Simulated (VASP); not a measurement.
# RbBr (R-3m) in VASP: single point with PBE

Aim: the single point of RbBr with PBE.

All numbers are computed with VASP 6.6.1; they aren't measurements. Logs are shortened: lines on timing, memory, paths and dates and some standing lists are left out, and cuts for length are marked.

## 1. The cell of the first run

Symmetry: R-3m, No. 166, trigonal system. The conventional cell has a = 5.184 Å, b = 5.184 Å, c = 11.274 Å, α = 90.00°, β = 90.00°, γ = 120.00°. Within 4.6 Å of Rb (site symmetry -3m) lie 6 Br at 3.53 Å. Br (site symmetry -3m) has 6 Rb at 3.53 Å within 4.6 Å.

## 2. Single point, PBE (strained)

Contents of INCAR:

```
SYSTEM = RbBr
PREC = Accurate ; ENCUT = 520
EDIFF = 1E-7 ; ISMEAR = 0
SIGMA = 0.02 ; LREAL = .FALSE.
LASPH = .TRUE. ; NELM = 60
ALGO = Normal ; ISIF = 2
LWAVE = .FALSE. ; LCHARG = .FALSE.
GGA = PE ; NBANDS = 15
```

Contents of KPOINTS:

```
regular mesh
0
G
  6 6 6
  0 0 0
```

Contents of POSCAR:

```
RbBr
1.0
    0.0000000000      3.6657455250      3.6657455250
    3.6657455250      0.0000000000      3.6657455250
    3.3915455250      3.3915455250      0.2742000000
Rb Br
1 1
Direct
    0.0000000000      0.0000000000      0.0000000000
    0.5000000000      0.5000000000      0.5000000000
```

Potentials or basis: VASP PAW PBE potentials, release 64 (Rb_sv, Br).

Launch:

```sh
cat potpaw_PBE.64/Rb_sv/POTCAR potpaw_PBE.64/Br/POTCAR > POTCAR
mpirun -np 1 vasp_std > vasp.out
```

OUTCAR:

```text
SYSTEM = RbBr
   PREC = Accurate
   ENCUT = 520
   EDIFF = 1E-7
   ISMEAR = 0
   LREAL = .FALSE.
   LASPH = .TRUE.
   NELM = 60
   ISIF = 2
   GGA = PE

 ion  position               nearest neighbor table
   1  0.000  0.000  0.000-   2 3.53   2 3.53   2 3.53   2 3.53   2 3.53   2 3.53
   2  0.500  0.500  0.500-   1 3.53   1 3.53   1 3.53   1 3.53   1 3.53   1 3.53

  LATTYP: Found a trigonal (rhomboedric) cell.
 ALAT       =     4.8042010508
 COS(alpha) =     0.4177864906

  Lattice vectors:

 A1 = (   3.3915455250,  -0.2742000000,  -3.3915455250)
 A2 = (  -0.2742000000,   3.3915455250,  -3.3915455250)
 A3 = (   3.3915455250,   3.3915455250,   0.2742000000)

Analysis of symmetry for initial positions (statically):
=====================================================================
 Subroutine PRICEL returns:
 Original cell was already a primitive cell.

 Routine SETGRP: Setting up the symmetry group for a
 trigonal (rhombohedral) supercell.

 Subroutine GETGRP returns: Found 12 space group operations
 (whereof 12 operations were pure point group operations)
 out of a pool of 12 trial point group operations.

The static configuration has the point symmetry D_3d.

Analysis of symmetry for dynamics (positions and initial velocities):
=====================================================================
 Subroutine PRICEL returns:
 Original cell was already a primitive cell.

 Routine SETGRP: Setting up the symmetry group for a
 trigonal (rhombohedral) supercell.

 Subroutine GETGRP returns: Found 12 space group operations
 (whereof 12 operations were pure point group operations)
 out of a pool of 12 trial point group operations.

The dynamic configuration has the point symmetry D_3d.

 Subroutine INISYM returns: Found 12 space group operations
 (whereof 12 operations are pure point group operations),
 and found     1 'primitive' translations

----------------------------------------------------------------------------------------

                                     Primitive cell

  volume of cell :      87.4645

  direct lattice vectors                    reciprocal lattice vectors
     0.000000000  3.665745525  3.665745525    -0.142143936  0.130651869  0.142143936
     3.665745525  0.000000000  3.665745525     0.130651869 -0.142143936  0.142143936
     3.391545525  3.391545525  0.274200000     0.153636002  0.153636002 -0.153636002

  length of vectors
     5.184147038  5.184147038  4.804201051     0.239749260  0.239749260  0.266105362

  position of ions in fractional coordinates (direct lattice)
     0.000000000  0.000000000  0.000000000
     0.500000000  0.500000000  0.500000000

  ion indices of the primitive-cell ions
   primitive index   ion index
                 1           1
                 2           2

----------------------------------------------------------------------------------------

 KPOINTS: regular mesh

Automatic generation of k-mesh.
 Grid dimensions read from file:
 generate k-points for:    6    6    6

 Generating k-lattice:

  Cartesian coordinates                     Fractional coordinates (reciprocal lattice)
    -0.023690656  0.021775311  0.023690656     0.166666667  0.000000000  0.000000000
     0.021775311 -0.023690656  0.023690656     0.000000000  0.166666667  0.000000000
     0.025606000  0.025606000 -0.025606000     0.000000000  0.000000000  0.166666667

  Length of vectors
     0.039958210  0.039958210  0.044350894

  Shift w.r.t. Gamma in fractional coordinates (k-lattice)
     0.000000000  0.000000000  0.000000000

 Subroutine IBZKPT returns following result:
 ===========================================

 Found     32 irreducible k-points:

 Following reciprocal coordinates:
            Coordinates               Weight
  0.000000  0.000000  0.000000      1.000000
  0.166667  0.000000 -0.000000      6.000000
  0.333333  0.000000  0.000000      6.000000
  0.500000  0.000000 -0.000000      3.000000
  0.166667  0.166667 -0.000000      6.000000
  0.333333  0.166667 -0.000000     12.000000
[... 16 lines left out ...]
 -0.166667  0.500000  0.166667     12.000000
 -0.333333 -0.333333  0.166667      6.000000
 [... further k-points ...]
   k-points           NKPTS =     32   k-points in BZ     NKDIM =     32   number of bands    NBANDS=     15
   number of dos      NEDOS =    301   number of ions     NIONS =      2
   total plane-waves  NPLWV =  57600
   dimension x,y,z NGX =    40 NGY =   40 NGZ =   36
   dimension x,y,z NGXF=    80 NGYF=   80 NGZF=   72
   ions per type =               1   1
   NGX,Y,Z   is equivalent  to a cutoff of  12.83, 12.83, 12.46 a.u.
   NGXF,Y,Z  is equivalent  to a cutoff of  25.65, 25.65, 24.92 a.u.
 SYSTEM =  RbBr
   PREC   = accura    normal or accurate (medium, high low for compatibility)
   ISTART =      0    job   : 0-new  1-cont  2-samecut
   ICHARG =      2    charge: 1-file 2-atom 10-const
   ISPIN  =      1    spin polarized calculation?
   LNONCOLLINEAR =      F non collinear calculations
   LSORBIT =      F    spin-orbit coupling
   LASPH  =      T    aspherical Exc in radial PAW
   ENCUT  =  520.0 eV  38.22 Ry    6.18 a.u.   9.64  9.64  8.93*2*pi/ulx,y,z
   NELM   =     60;   NELMIN=  2; NELMDL= -5     # of ELM steps
   EDIFF  = 0.1E-06   stopping-criterion for ELM
   LREAL  =      F    real-space projection
   EDIFFG = 0.1E-05   stopping-criterion for IOM
   NSW    =      0    number of steps for IOM
   IBRION =     -1    ionic relax: 0-MD 1-quasi-New 2-CG
   NFREE  =      0    steps in history (QN), initial steepest desc. (CG)
   ISIF   =      2    stress and relaxation
   ISYM   =      2    0-nonsym 1-usesym 2-fastsym
   POTIM  = 0.5000    time-step for ionic-motion
   TEBEG  =    0.0;   TEEND  =   0.0 temperature during run
   PSTRESS=    0.0 pullay stress
   NELECT =      16.0000    total number of electrons
   NUPDOWN=      -1.0000    fix difference up-down
   EMIN   =  10.00;   EMAX   =-10.00  energy-range for DOS
   EFERMI =   0.00;   METHOD = LEGACY
   ISMEAR =     0;   SIGMA  =   0.02  broadening in eV -4-tet -1-fermi 0-gaus
   EFERMI_NEDOS =   21; number of points for ismear=-14 and -15
   IALGO  =     38    algorithm
   IMIX   =      4    mixing-type and parameters
     AMIX     =   0.40;   BMIX     =  1.00
     AMIX_MAG =   1.60;   BMIX_MAG =  1.00
  volume/ion in A,a.u.               =      43.73       295.12
  Fermi-wavevector in a.u.,A,eV,Ry     =   0.929332  1.756183 11.750783  0.863658
  Thomas-Fermi vector in A             =   2.055604
   LORBIT       =      0    0 simple, 1 ext, 2 COOP (PROOUT), +10 PAW based schemes
   GGA     = PE    functional components
   LHFCALC =     F    Hartree Fock is set to
   AEXX    =    0.0000 exact exchange contribution
   IVDW    =     0    specifies the selected vdW correction
   LEPSILON=     F    determine dielectric tensor
   LRPA    =     F    only Hartree local field effects (RPA)
 non-spin polarized calculation
 Gauss-broadening in eV      SIGMA  =   0.02
  energy-cutoff  :      520.00
  volume of cell :       87.46
 maximum number of plane-waves:      2372
 NGX is ok and might be reduce to    40
   NGX = 19   NGY = 19   NGZ = 17

 number of electron      16.0000000 magnetization

 Free energy of the ion-electron system (eV)
  ---------------------------------------------------
  ext. energy  EPLUGINS =         0.00000000
  ---------------------------------------------------
  free energy    TOTEN  =        -6.09667216 eV

  energy without entropy =       -6.09667216  energy(sigma->0) =       -6.09667216

 E-fermi :  -1.7717     XC(G=0):  -6.9177

 val. band max:       -1.9124939464   @ k =   0.0000   0.0000   0.0000
 cond. band min:       2.0912502985   @ k =   0.0000   0.0000   0.0000
 fundamental gap:      4.0037442449
 Fermi energy:        -1.7716927202

 k-point     1 :       0.0000    0.0000    0.0000
  band No.  band energies     occupation
      1     -26.6764      2.00000
      2     -14.1279      2.00000
      3     -10.7484      2.00000
      4     -10.7390      2.00000
      5     -10.7390      2.00000
      6      -2.0650      2.00000
      7      -2.0650      2.00000
      8      -1.9125      2.00000
      9       2.0913      0.00000
     10       4.9135      0.00000
     11       4.9135      0.00000
     12       5.8791      0.00000
     13       6.1005      0.00000
     14       6.1005      0.00000
     15       8.7809      0.00000

 k-point     2 :       0.1667    0.0000   -0.0000
  band No.  band energies     occupation
      1     -26.6750      2.00000
      2     -14.1355      2.00000
      3     -10.7545      2.00000
      4     -10.7377      2.00000
      5     -10.7273      2.00000
      6      -2.3079      2.00000
      7      -2.1354      2.00000
      8      -1.9916      2.00000
      9       2.6532      0.00000
     10       4.9291      0.00000
     11       5.1891      0.00000
     12       6.0675      0.00000
     13       6.4154      0.00000
     14       6.4647      0.00000
     15       9.5633      0.00000

 k-point     3 :       0.3333    0.0000    0.0000
  band No.  band energies     occupation
      1     -26.6722      2.00000
      2     -14.1504      2.00000
      3     -10.7666      2.00000
      4     -10.7353      2.00000
      5     -10.7038      2.00000
      6      -2.7226      2.00000
      7      -2.2693      2.00000
      8      -2.1124      2.00000
      9       3.8412      0.00000
     10       5.0310      0.00000
     11       5.9465      0.00000
     12       6.8288      0.00000
     13       7.1938      0.00000
     14       7.4058      0.00000
     15       8.8709      0.00000
[... 343 lines left out ...]
 k-point    23 :      -0.1667    0.5000    0.1667
  band No.  band energies     occupation
      1     -26.6688      2.00000
      2     -14.1138      2.00000
      3     -10.8380      2.00000
      4     -10.7818      2.00000
      5     -10.7322      2.00000
      6      -2.5867      2.00000
      7      -2.3753      2.00000
      8      -2.2542      2.00000
      9       4.7890      0.00000
     10       5.1023      0.00000
     11       6.1395      0.00000
     12       6.4219      0.00000
     13       7.5886      0.00000
     14       8.3525      0.00000
     15       8.4712      0.00000

 k-point    24 :      -0.3333   -0.3333    0.1667
  band No.  band energies     occupation
      1     -26.6679      2.00000
      2     -14.0905      2.00000
      3     -10.8582      2.00000
      4     -10.7892      2.00000
      5     -10.7723      2.00000
      6      -2.5352      2.00000
      7      -2.3027      2.00000
      8      -2.2424      2.00000
      9       3.9909      0.00000
     10       4.9814      0.00000
     11       6.4687      0.00000
     12       7.0598      0.00000
     13       7.0788      0.00000
     14       8.2363      0.00000
     15       8.5350      0.00000

 [... further k-points ...]

------------------------ aborting loop because EDIFF is reached ----------------------------------------

  FORCE on cell =-STRESS in cart. coord.  units (eV):
  Direction    XX          YY          ZZ          XY          YZ          ZX
  --------------------------------------------------------------------------------------
  -------------------------------------------------------------------------------------
  Total       -0.1113889     -0.1113889     -0.1113889      0.1431027     -0.1431027     -0.1431027
  in kB       -2.0404263     -2.0404263     -2.0404263      2.6213599     -2.6213599     -2.6213599
  external PRESSURE =      -2.0404263 kB  Pullay stress =       0.0000000 kB

 VOLUME and BASIS-vectors are now :
 -----------------------------------------------------------------------------
  energy-cutoff  :      520.00
  volume of cell :       87.46
      direct lattice vectors                 reciprocal lattice vectors
     0.000000000  3.665745525  3.665745525    -0.142143936  0.130651869  0.142143936
     3.665745525  0.000000000  3.665745525     0.130651869 -0.142143936  0.142143936
     3.391545525  3.391545525  0.274200000     0.153636002  0.153636002 -0.153636002

 POSITION                                       TOTAL-FORCE (eV/Angst)
 -----------------------------------------------------------------------------------
      0.00000      0.00000      0.00000         0.000000      0.000000      0.000000
      3.52865      3.52865      3.80285         0.000000      0.000000     -0.000000
 -----------------------------------------------------------------------------------
    total drift:                                0.000000     -0.000000      0.000000

  FREE ENERGIE OF THE ION-ELECTRON SYSTEM (eV)
  ---------------------------------------------------
  free  energy   TOTEN  =        -6.0966721577 eV

  energy  without entropy=       -6.0966721577  energy(sigma->0) =       -6.09667216
```

It took 40 s on 1 thread of Intel Xeon 6975P-C, shared host; peak memory 0.24 GiB.

What came out:

| Quantity | Value |
| --- | --- |
| Free energy | -6.0967 eV |
| Pressure | -0.2 GPa |
| Band gap on the k mesh | 4.00 eV, direct |

Levels at points of the mesh, in eV from the valence-band top:
| k point | band 5 | band 6 | band 7 | band 8 | band 9 | band 10 | band 11 | band 12 |
| --- | --- | --- | --- | --- | --- | --- | --- | --- |
| (0.00, 0.00, 0.00) | -8.83 | -0.15 | -0.15 | 0.00 | 4.00 | 6.83 | 6.83 | 7.79 |
| (0.50, 0.00, 0.00) | -8.78 | -0.99 | -0.42 | -0.26 | 6.45 | 7.10 | 8.59 | 9.47 |
| (0.50, 0.50, 0.00) | -8.86 | -0.58 | -0.34 | -0.18 | 5.54 | 6.66 | 8.65 | 8.82 |
| (0.00, 0.00, 0.50) | -8.84 | -0.93 | -0.53 | -0.53 | 6.54 | 7.57 | 9.34 | 9.34 |

Caveat: the cell differs from its parent crystal (strained).
